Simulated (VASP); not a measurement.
# Sb: single point with r2SCAN

The system is Sb.

```
Sb
1.0
     3.02450    0.00000    0.00000
     0.00000    3.02450    0.00000
     0.00000    0.00000    3.02450
Sb
1
Cartesian
  0.0000 0.0000 0.0000
```

This cell differs from its parent crystal: volume scaled by 0.94.

```json
{
  "Program": "VASP 6.6.1",
  "Task": "single point",
  "Functional": "r2SCAN",
  "Potentials or basis": "VASP PAW PBE potentials, release 64 (Sb)",
  "Cutoff": "520 eV",
  "k mesh": "14 × 14 × 14",
  "Occupations": "gaussian, width 0.1 eV",
  "Spin": "no spin polarisation"
}
```

* Pressure: 4.2 GPa

Levels at points of the mesh, in eV from the Fermi level:
```csv
k point,band 1,band 2,band 3,band 4,band 5,band 6,band 7,band 8
"(0.00, 0.00, 0.00)",-13.60,3.65,3.65,3.65,7.32,7.32,9.66,18.88
"(0.50, 0.00, 0.00)",-10.73,-6.42,6.06,6.06,9.55,11.56,12.22,12.22
"(0.50, 0.50, 0.00)",-7.60,-4.14,-4.14,2.19,8.61,14.14,14.25,14.26
"(0.50, 0.50, 0.50)",-3.94,-1.96,-1.96,-1.96,5.06,5.06,5.06,7.37
```

It took 31 s on 1 thread of Intel(R) Xeon(R) Platinum 8488C (Sapphire Rapids), on a shared host, peak memory 0.16 GiB.

Caveat: the PAW data sets were made with another functional, which shifts forces and pressure a little; spin-orbit coupling is left out, which moves the levels of the heavy elements.
